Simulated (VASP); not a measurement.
# BP (I-4m2) in VASP: a series of runs, part 2 of 2

VASP 6.6.1. The steps go on from the part before.

## Step 4: Single point, PBE

This run uses another cell than the first one, of the same volume but with other edges.

Input file INCAR:

```
SYSTEM = BP
PREC = Accurate ; ENCUT = 520
EDIFF = 1E-6 ; ISMEAR = 0
SIGMA = 0.05 ; LREAL = .False.
LASPH = .True. ; NELM = 60
ALGO = Normal ; ISIF = 2
LWAVE = .False. ; LCHARG = .False.
GGA = PE ; NBANDS = 11
```

Input file KPOINTS:

```
regular mesh
0
Gamma
  12 12 12
  0 0 0
```

Input file POSCAR:

```
BP
1.0
    0.0000000000      2.4007475105      2.0406353839
    2.4007475105      0.0000000000      2.0406353839
    2.4007475105      2.4007475105      0.0000000000
B P
1 1
Direct
    0.0000000000      0.0000000000      0.0000000000
    0.7500000000      0.7500000000      0.7500000000
```

Potentials or basis: VASP PAW PBE potentials, release 64 (B, P).

Launch:

```
$ cat potpaw_PBE.64/B/POTCAR potpaw_PBE.64/P/POTCAR > POTCAR
$ mpirun -np 1 vasp_std > vasp.out
```

OUTCAR:

```text
SYSTEM = BP
   PREC = Accurate
   ENCUT = 520
   EDIFF = 1E-6
   ISMEAR = 0
   LREAL = .False.
   LASPH = .True.
   NELM = 60
   ISIF = 2
   GGA = PE

 ion  position               nearest neighbor table
   1  0.000  0.000  0.000-   2 1.98   2 1.98   2 1.98   2 1.98
   2  0.750  0.750  0.750-   1 1.98   1 1.98   1 1.98   1 1.98

  LATTYP: Found a body centered tetragonal cell.
 ALAT       =     3.3951696892
 C/A-ratio  =     1.2020815280

  Lattice vectors:

 A1 = (   0.0000000000,  -2.4007475105,  -2.0406353839)
 A2 = (   0.0000000000,   2.4007475105,  -2.0406353839)
 A3 = (   2.4007475105,   0.0000000000,   2.0406353839)

Analysis of symmetry for initial positions (statically):
=====================================================================
 Subroutine PRICEL returns:
 Original cell was already a primitive cell.

 Routine SETGRP: Setting up the symmetry group for a
 body centered tetragonal supercell.

 Subroutine GETGRP returns: Found  8 space group operations
 (whereof  8 operations were pure point group operations)
 out of a pool of 16 trial point group operations.

The static configuration has the point symmetry D_2d.
[... 164 lines left out ...]
 cond. band min:       7.6376300794   @ k =  -0.0833  -0.0000   0.0833
 fundamental gap:      0.0133684970
 Fermi energy:         7.6336060015

 k-point     1 :       0.0000    0.0000    0.0000
  band No.  band energies     occupation
      1      -8.0231      2.00000
      2       6.9505      2.00000
      3       6.9505      2.00000
      4       8.2849      0.00000
      5      10.2894      0.00000
      6      11.2598      0.00000
      7      11.2598      0.00000
      8      14.3686      0.00000
      9      17.4771      0.00000
     10      18.8969      0.00000
     11      20.4465      0.00000
[... 309 lines left out ...]
 k-point    24 :      -0.4167    0.1667    0.0000
  band No.  band energies     occupation
      1      -4.4346      2.00000
      2      -0.8780      2.00000
      3       4.0903      2.00000
      4       4.5478      2.00000
      5       9.7459      0.00000
      6      13.0248      0.00000
      7      14.3835      0.00000
      8      16.2398      0.00000
      9      19.6672      0.00000
     10      20.7150      0.00000
     11      24.1976      0.00000

 [... further k-points ...]
[... 5 lines left out ...]
  --------------------------------------------------------------------------------------
  -------------------------------------------------------------------------------------
  Total       -1.7026173     -1.7026173      2.9534846      0.0000000      0.0000000      0.0000000
  in kB     -115.9682840   -115.9682840    201.1670777      0.0000000      0.0000000      0.0000000
  external PRESSURE =     -10.2564967 kB  Pullay stress =       0.0000000 kB

 VOLUME and BASIS-vectors are now :
 -----------------------------------------------------------------------------
  energy-cutoff  :      520.00
  volume of cell :       23.52
      direct lattice vectors                 reciprocal lattice vectors
     0.000000000  2.400747511  2.040635384    -0.208268465  0.208268465  0.245021724
     2.400747511  0.000000000  2.040635384     0.208268465 -0.208268465  0.245021724
     2.400747511  2.400747511  0.000000000     0.208268465  0.208268465 -0.245021724

 POSITION                                       TOTAL-FORCE (eV/Angst)
 -----------------------------------------------------------------------------------
      0.00000      0.00000      0.00000        -0.000000     -0.000000      0.000000
      3.60112      3.60112      3.06095         0.000000      0.000000     -0.000000
 -----------------------------------------------------------------------------------
    total drift:                                0.000000      0.000000      0.000000

  FREE ENERGIE OF THE ION-ELECTRON SYSTEM (eV)
  ---------------------------------------------------
  free  energy   TOTEN  =       -12.6422374273 eV

  energy  without entropy=      -12.6417805614  energy(sigma->0) =      -12.64200899
```

stdout:

```text
POSCAR found type information on POSCAR B P
 POSCAR found :  2 types and       2 ions
 scaLAPACK will be used
 LDA part: xc-table for (Slater+PW92), standard interpolation
 POSCAR, INCAR and KPOINTS ok, starting setup
 FFT: planning ... GRIDC
 FFT: planning ... GRID_SOFT
 FFT: planning ... GRID
 WAVECAR not read
 entering main loop
```

Run time: 27 s. Hardware: 1 thread of Intel Xeon Platinum 8259CL at 2.50GHz (Skylake/Cascade Lake), shared host; peak memory 0.16 GiB.

What came out:

| Property | Result |
| --- | --- |
| Free energy | -12.6422 eV |
| Pressure | -1.0 GPa |
| Band gap on the k mesh | zero (band 4 reaches 8.28 eV, above the bottom of band 5 at 7.25 eV) |

Levels at points of the mesh, in eV from the Fermi level:
```
           k point  band 2  band 3  band 4  band 5  band 6  band 7
(0.00, 0.00, 0.00)   -0.68   -0.68    0.65    2.66    3.63    3.63
(0.50, 0.00, 0.00)   -9.20   -2.88   -1.16    2.33    3.70    6.41
(0.50, 0.50, 0.00)   -7.75   -5.35   -5.35   -0.05    0.04   11.65
(0.50, 0.00, 0.50)   -9.26   -3.79   -3.51    1.86    2.26    9.78
```

## Step 5: Single point, PBE

This run uses another cell than the first one, of the same volume but with other edges.

Input file INCAR:

```
SYSTEM = BP
PREC = Accurate
ENCUT = 520
EDIFF = 1E-6
ISMEAR = 0
SIGMA = 0.05
LREAL = .False.
LASPH = .True.
NELM = 60
ALGO = Normal
ISIF = 2
LWAVE = .False.
LCHARG = .False.
GGA = PE
NBANDS = 11
```

Input file KPOINTS:

```
Automatic mesh
0
Gamma
  12 12 12
  0 0 0
```

Input file POSCAR:

```
BP
1.0
    0.0000000000      2.1400588375      2.5680706050
    2.1400588375      0.0000000000      2.5680706050
    2.1400588375      2.1400588375      0.0000000000
B P
1 1
Direct
    0.0000000000      0.0000000000      0.0000000000
    0.7500000000      0.7500000000      0.7500000000
```

Launch:

```
$ cat potpaw_PBE.64/B/POTCAR potpaw_PBE.64/P/POTCAR > POTCAR
$ mpirun -np 1 vasp_std > vasp.out
```

Run time: 34 s. Hardware: 1 thread of Intel Xeon Platinum 8259CL at 2.50GHz (Skylake/Cascade Lake), shared host; peak memory 0.17 GiB.

The run converged. Its results:

* Free energy: -12.4310 eV
* Pressure: -0.4 GPa
* Band gap on the k mesh: zero (band 4 reaches 8.15 eV, above the bottom of band 5 at 8.00 eV)

Stress tensor (GPa, compression positive):
```
 19.33   0.00   0.00
  0.00  19.33   0.00
  0.00   0.00 -39.86
```

Levels at points of the mesh, in eV from the Fermi level:
```
           k point  band 1  band 2  band 3  band 4  band 5  band 6  band 7  band 8  band 9
(0.00, 0.00, 0.00)  -16.13   -2.15    0.04    0.04    2.55    2.55    3.46    5.45    9.23
(0.50, 0.00, 0.00)  -12.75   -9.67   -3.69   -1.11    1.07    4.92    5.28    9.58   12.69
(0.50, 0.50, 0.00)  -12.44  -10.23   -3.42   -3.42    2.01    2.76   11.13   11.13   12.65
(0.50, 0.00, 0.50)  -10.64   -8.68   -5.46   -5.06    0.12    0.19    8.73   11.35   12.24
```

## Step 6: Single point, PBE

This run uses another cell than the first one, of the same volume but with other edges.

Input file INCAR:

```
SYSTEM = BP
PREC = Accurate
ENCUT = 520
EDIFF = 1E-6
ISMEAR = 0
SIGMA = 0.05
LREAL = .FALSE.
LASPH = .TRUE.
NELM = 100
ALGO = Normal
ISIF = 2
LWAVE = .FALSE.
LCHARG = .TRUE.
GGA = PE
LELF = .TRUE.
LVHAR = .TRUE.
NBANDS = 11
```

Input file KPOINTS:

```
regular mesh
0
G
  12 12 12
  0 0 0
```

Input file POSCAR:

```
BP
1.0
    0.0000000000      2.4705174637      1.9270036217
    2.4705174637      0.0000000000      1.9270036217
    2.4705174637      2.4705174637      0.0000000000
B P
1 1
Direct
    0.0000000000      0.0000000000      0.0000000000
    0.7500000000      0.7500000000      0.7500000000
```

Potentials or basis: VASP PAW PBE potentials, release 64 (B, P).

Launch:

```
$ cat potpaw_PBE.64/B/POTCAR potpaw_PBE.64/P/POTCAR > POTCAR
$ mpirun -np 1 vasp_std > vasp.out
```

OUTCAR:

```text
SYSTEM = BP
   PREC = Accurate
   ENCUT = 520
   EDIFF = 1E-6
   ISMEAR = 0
   LREAL = .FALSE.
   LASPH = .TRUE.
   NELM = 100
   ISIF = 2
   GGA = PE

 ion  position               nearest neighbor table
   1  0.000  0.000  0.000-   2 2.00   2 2.00   2 2.00   2 2.00
   2  0.750  0.750  0.750-   1 2.00   1 2.00   1 2.00   1 2.00

  LATTYP: Found a body centered tetragonal cell.
 ALAT       =     3.4938393032
 C/A-ratio  =     1.1030865787

  Lattice vectors:

 A1 = (   0.0000000000,  -2.4705174637,  -1.9270036217)
 A2 = (   0.0000000000,   2.4705174637,  -1.9270036217)
 A3 = (   2.4705174637,   0.0000000000,   1.9270036217)

Analysis of symmetry for initial positions (statically):
=====================================================================
 Subroutine PRICEL returns:
 Original cell was already a primitive cell.

 Routine SETGRP: Setting up the symmetry group for a
 body centered tetragonal supercell.

 Subroutine GETGRP returns: Found  8 space group operations
 (whereof  8 operations were pure point group operations)
 out of a pool of 16 trial point group operations.

The static configuration has the point symmetry D_2d.

Analysis of symmetry for dynamics (positions and initial velocities):
=====================================================================
 Subroutine PRICEL returns:
 Original cell was already a primitive cell.

 Routine SETGRP: Setting up the symmetry group for a
 body centered tetragonal supercell.

 Subroutine GETGRP returns: Found  8 space group operations
 (whereof  8 operations were pure point group operations)
 out of a pool of 16 trial point group operations.

The dynamic configuration has the point symmetry D_2d.

 Subroutine INISYM returns: Found  8 space group operations
 (whereof  8 operations are pure point group operations),
 and found     1 'primitive' translations

----------------------------------------------------------------------------------------

                                     Primitive cell

  volume of cell :      23.5228
[... 112 lines left out ...]
  Thomas-Fermi vector in A             =   2.279423
   LORBIT       =      0    0 simple, 1 ext, 2 COOP (PROOUT), +10 PAW based schemes
   GGA     = PE    functional components
   LHFCALC =     F    Hartree Fock is set to
   AEXX    =    0.0000 exact exchange contribution
   IVDW    =     0    specifies the selected vdW correction
   LEPSILON=     F    determine dielectric tensor
   LRPA    =     F    only Hartree local field effects (RPA)
 non-spin polarized calculation
 Gauss-broadening in eV      SIGMA  =   0.05
  energy-cutoff  :      520.00
  volume of cell :       23.52
 maximum number of plane-waves:       652
   NGX = 11   NGY = 11   NGZ = 13

 number of electron       8.0000000 magnetization

 Free energy of the ion-electron system (eV)
  ---------------------------------------------------
  ext. energy  EPLUGINS =         0.00000000
  ---------------------------------------------------
  free energy    TOTEN  =       -12.33945053 eV

  energy without entropy =      -12.33859370  energy(sigma->0) =      -12.33902212

 E-fermi :   7.4497     XC(G=0): -10.9651

 val. band max:        7.4350543737   @ k =   0.1667   0.0833   0.0000
 cond. band min:       7.4583693683   @ k =   0.4167   0.3333   0.0833
 fundamental gap:      0.0233149945
 Fermi energy:         7.4497069335

 k-point     1 :       0.0000    0.0000    0.0000
  band No.  band energies     occupation
      1      -7.9921      2.00000
      2       6.8095      2.00000
      3       6.8095      2.00000
      4       8.7213      0.00000
      5      10.2092      0.00000
      6      11.7020      0.00000
      7      11.7020      0.00000
      8      14.0686      0.00000
      9      16.5433      0.00000
     10      18.9463      0.00000
     11      20.2588      0.00000
[... 309 lines left out ...]
 k-point    24 :      -0.4167    0.1667    0.0000
  band No.  band energies     occupation
      1      -4.4193      2.00000
      2      -0.6225      2.00000
      3       3.6991      2.00000
      4       4.9806      2.00000
      5       9.3334      0.00000
      6      12.8870      0.00000
      7      14.6302      0.00000
      8      15.3118      0.00000
      9      20.1945      0.00000
     10      21.1990      0.00000
     11      23.2903      0.00000

 [... further k-points ...]
[... 5 lines left out ...]
  --------------------------------------------------------------------------------------
  -------------------------------------------------------------------------------------
  Total       -2.2669705     -2.2669705      3.4685188      0.0000000      0.0000000      0.0000000
  in kB     -154.4073873   -154.4073873    236.2469721      0.0000000      0.0000000      0.0000000
  external PRESSURE =     -24.1892675 kB  Pullay stress =       0.0000000 kB

 VOLUME and BASIS-vectors are now :
 -----------------------------------------------------------------------------
  energy-cutoff  :      520.00
  volume of cell :       23.52
      direct lattice vectors                 reciprocal lattice vectors
     0.000000000  2.470517464  1.927003622    -0.202386750  0.202386750  0.259470192
     2.470517464  0.000000000  1.927003622     0.202386750 -0.202386750  0.259470192
     2.470517464  2.470517464  0.000000000     0.202386750  0.202386750 -0.259470192

 POSITION                                       TOTAL-FORCE (eV/Angst)
 -----------------------------------------------------------------------------------
      0.00000      0.00000      0.00000         0.000000      0.000000      0.000000
      3.70578      3.70578      2.89051        -0.000000     -0.000000      0.000000
 -----------------------------------------------------------------------------------
    total drift:                                0.000000      0.000000      0.000000

  FREE ENERGIE OF THE ION-ELECTRON SYSTEM (eV)
  ---------------------------------------------------
  free  energy   TOTEN  =       -12.3394505331 eV

  energy  without entropy=      -12.3385937014  energy(sigma->0) =      -12.33902212
```

OSZICAR:

```text
N       E                     dE             d eps       ncg     rms          rms(c)
DAV:   1     0.943929451280E+01    0.94393E+01   -0.39116E+03  3586   0.652E+02
DAV:   2    -0.123160817271E+02   -0.21755E+02   -0.21003E+02  4746   0.109E+02
DAV:   3    -0.129181191097E+02   -0.60204E+00   -0.59944E+00  4542   0.157E+01
DAV:   4    -0.129204603201E+02   -0.23412E-02   -0.23407E-02  4119   0.112E+00
DAV:   5    -0.129204721202E+02   -0.11800E-04   -0.11800E-04  4429   0.801E-02    0.681E+00
DAV:   6    -0.124155818449E+02    0.50489E+00   -0.12832E+00  4045   0.466E+00    0.365E+00
DAV:   7    -0.123468447613E+02    0.68737E-01   -0.16153E-01  4493   0.204E+00    0.133E+00
DAV:   8    -0.123391995395E+02    0.76452E-02   -0.21166E-02  4038   0.811E-01    0.200E-01
DAV:   9    -0.123393595056E+02   -0.15997E-03   -0.64909E-04  4221   0.170E-01    0.123E-01
DAV:  10    -0.123394468766E+02   -0.87371E-04   -0.17424E-04  4060   0.838E-02    0.316E-02
DAV:  11    -0.123394497028E+02   -0.28261E-05   -0.37703E-06  4487   0.135E-02    0.266E-02
DAV:  12    -0.123394505331E+02   -0.83030E-06   -0.32736E-06  3910   0.935E-03
   1 F= -.12339451E+02 E0= -.12339022E+02  d E =-.856832E-03
```

stdout:

```text
POSCAR found type information on POSCAR B P
 POSCAR found :  2 types and       2 ions
 scaLAPACK will be used
 LDA part: xc-table for (Slater+PW92), standard interpolation
 POSCAR, INCAR and KPOINTS ok, starting setup
 FFT: planning ... GRIDC
 FFT: planning ... GRID_SOFT
 FFT: planning ... GRID
 WAVECAR not read
 entering main loop
```

It took 25 s on 1 thread of Intel Xeon Platinum 8259CL at 2.50GHz (Skylake/Cascade Lake), shared host; peak memory 0.16 GiB.

Results:

| Item | Value |
| --- | --- |
| Free energy | -12.3395 eV |
| Pressure | -2.4 GPa |
| Band gap on the k mesh | zero (band 4 reaches 8.72 eV, above the bottom of band 5 at 6.59 eV) |

Stress tensor (GPa, compression positive):
```
-15.44   0.00   0.00
  0.00 -15.44   0.00
  0.00   0.00  23.62
```

Levels at points of the mesh, in eV from the Fermi level:
```tsv
k point	band 1	band 2	band 3	band 4	band 5	band 6	band 7	band 8	band 9
(0.00, 0.00, 0.00)	-15.44	-0.64	-0.64	1.27	2.76	4.25	4.25	6.62	9.09
(0.50, 0.00, 0.00)	-12.00	-8.94	-3.01	-0.71	1.83	3.56	7.45	10.63	12.60
(0.50, 0.50, 0.00)	-9.13	-6.93	-5.58	-5.58	-0.34	-0.30	11.77	11.77	15.74
(0.50, 0.00, 0.50)	-11.31	-9.26	-3.15	-2.76	2.64	3.01	8.87	11.06	11.76
```

## Step 7: Summary

| cell | gap on the mesh (eV) | pressure (GPa) |
| --- | --- | --- |
| a = 3.126, b = 3.126, c = 3.610 Å, angles 54.7, 54.7, 70.5°, 2 atoms | none | -4.9 |
| a = 3.509, b = 3.509, c = 2.865 Å, angles 65.9, 65.9, 48.2°, 2 atoms | none | -1.9 |
| a = 3.151, b = 3.151, c = 3.395 Å, angles 57.4, 57.4, 65.2°, 2 atoms | none | -1.0 |
| a = 3.343, b = 3.343, c = 3.027 Å, angles 63.1, 63.1, 53.8°, 2 atoms | none | -0.4 |
| a = 3.133, b = 3.133, c = 3.494 Å, angles 56.1, 56.1, 67.8°, 2 atoms | none | -2.4 |

Alike in all rows: task single point; level PBE; potentials or basis VASP PAW PBE potentials, release 64 (B, P); no spin polarisation; k mesh 12 × 12 × 12; cutoff (eV) 520; smearing gaussian 0.05 eV.

Absolute energies hang on the potentials; compare differences alone.
